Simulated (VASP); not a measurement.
The system is Nb.

```
Nb
1.0
    -1.65020    1.65020    1.65020
     1.65020   -1.65020    1.65020
     1.65020    1.65020   -1.65020
Nb
1
Direct
  0.00000 0.00000 0.00000
```

```yaml
Program: VASP 6.6.1
Task: relaxation of cell and atoms
Functional: revPBE
Potentials_or_basis: VASP PAW PBE potentials, release 64 (Nb_sv)
Cutoff: 600 eV
k_mesh: 13 × 13 × 13
Occupations: fermi-dirac, width 0.1 eV
Spin: no spin polarisation
```

At the start: pressure 3.2 GPa; volume 17.98 Å³/atom.

**Question.** Where does the relaxation end?

**Answer.** Over 3 steps the energy falls by 3.3 meV/atom and the volume is 18.32 Å³/atom (+1.9 %); space group Im-3m (No. 229, to 0.05 Å).

Step by step:
```csv
step,energy change (eV),largest force (eV/Å),pressure (GPa),volume (Å³)
1,0.0000,0.0000,3.16,17.98
2,0.0061,0.0000,-4.91,18.91
3,-0.0033,0.0000,-0.02,18.32
```

Final structure:
```xyz
1
Lattice="-1.6606 1.6606 1.6606 1.6606 -1.6606 1.6606 1.6606 1.6606 -1.6606" Properties=species:S:1:pos:R:3 pbc="T T T"
Nb    0.0000    0.0000    0.0000
```

Caveat: the PAW data sets were made with another functional, which shifts forces and pressure a little.
